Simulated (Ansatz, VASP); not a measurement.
**One calculation of TaN, two programs**

POSCAR

```
TaN
1.0
    0.0000000000      2.2334750000      2.0700500000
    2.2334750000      0.0000000000      2.0700500000
    2.2334750000      2.2334750000      0.0000000000
Ta N
1 1
Direct
    0.5000000000      0.5000000000      0.5000000000
    0.0000000000      0.0000000000      0.0000000000
```

Contents of INCAR.step1:

```
PREC = Accurate
ENCUT = 520
ISMEAR = 0
SIGMA = 0.15
LREAL = F
LASPH = T
NELM = 100
NBANDS = 15
GGA = PE
ALGO = Normal
EDIFF = 1E-4
LWAVE = T
LCHARG = F
```

INCAR.step2

```
PREC = Accurate
ENCUT = 520
EDIFF = 1E-7
ISMEAR = 0
SIGMA = 0.15
LREAL = F
LASPH = T
NELM = 100
ALGO = Normal
ISIF = 2
LWAVE = F
LCHARG = F
METAGGA = R2SCAN
LMIXTAU = T
NBANDS = 15
ISTART = 1
```

File KPOINTS:

```
regular mesh
0
Gamma
  18 18 18
```

Input for Ansatz:

```yaml
crystal:
  lattice:
    - [0.0, 2.233475, 2.07005]
    - [2.233475, 0.0, 2.07005]
    - [2.233475, 2.233475, 0.0]
  atoms:
    - { symbol: Ta, position: [0.5, 0.5, 0.5] }
    - { symbol: "N", position: [0.0, 0.0, 0.0] }
basis:
  ecutwfc: 500
kpoints:
  mp_grid: { grid: [18, 18, 18] }
hamiltonian:
  xc: r2scan
scf:
  occupations: { method: gaussian, width: 0.15 }
output:
  forces: true
  stress: true
  eigenvalues: true
```

Change from the starting cell: strain +0.025 along x and y, -0.050 along z, atoms carried along.

Alike in both runs: task single point; functional r2SCAN; k mesh 18 × 18 × 18; occupations gaussian, width 0.15 eV; no spin polarisation.

|  | VASP | Ansatz |
| --- | --- | --- |
| version | VASP 6.6.1 | Ansatz 0.2.0 |
| potentials or method | VASP PAW PBE potentials, release 64 (Ta_pv, N), cutoff 520 eV | scalar-relativistic, plane waves, PAW |
| valence electrons in the cell | 16 | 18 |

Ansatz gave:

- gap on the k mesh at the Fermi level (eV): none
- pressure (GPa): 16.0
- traceless stress, the component that is largest in VASP (GPa): 39.11

Q: What did VASP give for the same quantities?

A: gap on the k mesh at the Fermi level (eV): none; pressure (GPa): 18.2; traceless stress, the component that is largest in VASP (GPa): 39.20.

VASP's potentials were made for PBE, not for r2SCAN. A gap of «none» marks a metal or a gap that the smearing closes. VASP's potentials hold 16 valence electrons a cell and Ansatz's 18, so a difference there can come from the potentials and not from the codes.

Neither program's run includes spin-orbit coupling.
